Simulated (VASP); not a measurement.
Wanted: the native input for a VASP 6.6.1 run.

```
Task                   : relaxation of cell and atoms
Functional             : PBE
Potentials or basis    : VASP PAW PBE potentials, release 64 (Be, Cu, Te)
Cutoff                 : 600 eV
k mesh                 : 4 × 4 × 4
Occupations            : gaussian, width 0.1 eV
Spin                   : no spin polarisation
Dipole correction      : no
Further INCAR settings : ALGO = Normal; EDIFF = 1e-07; IBRION = 2; EDIFFG = -0.04; NSW = 90; ISIF = 3
```

The structure of Be3CuTe lies in POSCAR:

```
Be3CuTe
1.0
    4.0178172741      0.0000000000      0.0000000000
    0.0000000000      4.0178172741      0.0000000000
    0.0000000000      0.0000000000      4.0178172741
Be Cu Te
3 1 1
Direct
    0.0000000000      0.5000000000      0.5000000000
    0.5000000000      0.0000000000      0.5000000000
    0.5000000000      0.5000000000      0.0000000000
    0.5000000000      0.5000000000      0.5000000000
    0.0000000000      0.0000000000      0.0000000000
```

One way to write it, as run:

INCAR

```
SYSTEM = Be3CuTe
PREC = Accurate
ENCUT = 600
EDIFF = 1E-7
ISMEAR = 0
SIGMA = 0.1
LREAL = .False.
LASPH = .True.
NELM = 100
ALGO = Normal
ISIF = 3
LWAVE = .False.
LCHARG = .False.
GGA = PE
IBRION = 2
NSW = 90
EDIFFG = -0.04
```

KPOINTS

```
regular mesh
0
Gamma
  4 4 4
  0 0 0
```

Potentials or basis: VASP PAW PBE potentials, release 64 (Be, Cu, Te).

Run with:

```console
$ cat potpaw_PBE.64/Be/POTCAR potpaw_PBE.64/Cu/POTCAR potpaw_PBE.64/Te/POTCAR > POTCAR
$ mpirun -np 1 vasp_std > vasp.out
```

It gave:

| Quantity | Value |
| --- | --- |
| Relaxed volume | 14.94 Å³/atom |
| Relaxed cell | a = 4.211 Å, b = 4.211 Å, c = 4.211 Å, α = 90.00°, β = 90.00°, γ = 90.00° |
| Space group after relaxing (to 0.05 Å) | Pm-3m (No. 221) |
| Energy gained by relaxing | 77.8 meV/atom |
| Ionic steps | 3 |
| Pressure after relaxing | 0.1 GPa |

Caveat: the k points lie up to 0.37 Å⁻¹ apart in the final cell; the volume moved by over 15 % at a fixed basis, so the end points are rough.

Run time: 56 s on 1 thread of Intel(R) Xeon(R) Platinum 8375C CPU @ 2.90GHz (Ice Lake), with other jobs on the host, peak memory 0.19 GiB.
